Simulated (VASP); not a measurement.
A run of VASP 6.6.1 is set up as follows.

INCAR

```
SYSTEM = Mg2H3
PREC = Accurate ; ENCUT = 520
EDIFF = 1E-7 ; ISMEAR = 0
SIGMA = 0.1 ; LREAL = .False.
LASPH = .True. ; NELM = 60
ALGO = Normal ; ISIF = 2
LWAVE = .False. ; LCHARG = .False.
GGA = PE ; NBANDS = 12
```

The input KPOINTS:

```
regular mesh
0
Gamma
  4 4 6
  0 0 0
```

The input POSCAR:

```
Mg2H3
1.0
    2.5897272154     -4.8591028517      0.0000000000
    2.5897272154      4.8591028517      0.0000000000
    0.0000000000      0.0000000000      2.9463832823
Mg H
2 3
Direct
    0.8347992867      0.1652007133      0.5000000000
    0.1652007133      0.8347992867      0.5000000000
    0.0000000000      0.0000000000      0.0000000000
    0.5000000000      0.5000000000      0.1288466412
    0.5000000000      0.5000000000      0.8711533588
```

Potentials or basis: VASP PAW PBE potentials, release 64 (Mg, H).

Launch:

```console
$ cat potpaw_PBE.64/Mg/POTCAR potpaw_PBE.64/H/POTCAR > POTCAR
$ mpirun -np 1 vasp_std > vasp.out
```

Problem. Predict the largest force.

Solution. 0.026 eV/Å.

Problem. Estimate the pressure.

Solution. -0.1 GPa.

Forces in eV/Å, atoms in the order of the input:
```
Mg   0.000 -0.023  0.000
Mg   0.000  0.023  0.000
H    0.000  0.000  0.000
H    0.000  0.000 -0.026
H    0.000  0.000  0.026
```
